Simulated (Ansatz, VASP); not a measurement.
## Two plane-wave programs on PbF2

```
Pb F
1.0
     0.00000    3.01054    2.89012
     3.01054    0.00000    2.89012
     3.01054    3.01054    0.00000
Pb F
1 2
Cartesian
  0.0000 0.0000 0.0000
  1.5053 1.5053 1.4451
  4.5158 4.5158 4.3352
```

Alike in both runs: task single point; functional r2SCAN; k mesh 8 × 8 × 8; occupations gaussian, width 0.05 eV; no spin polarisation.

|  | VASP | Ansatz |
| --- | --- | --- |
| version | VASP 6.6.1 | Ansatz 0.2.0 |
| potentials or method | VASP PAW PBE potentials, release 64 (Pb_d, F), cutoff 520 eV | scalar-relativistic, plane waves, PAW |
| valence electrons in the cell | 28 | 28 |

```csv
,VASP,Ansatz,Ansatz less VASP
gap on the k mesh at the Fermi level (eV),4.77,4.77,0.000
least direct gap on the mesh (eV),5.03,5.03,-0.002
pressure (GPa),-0.8,-0.8,+0.09
"traceless stress, the component that is largest in VASP (GPa)",1.48,1.48,+0.008
```

VASP's potentials were made for PBE, not for r2SCAN.

Spin-orbit coupling is off throughout.
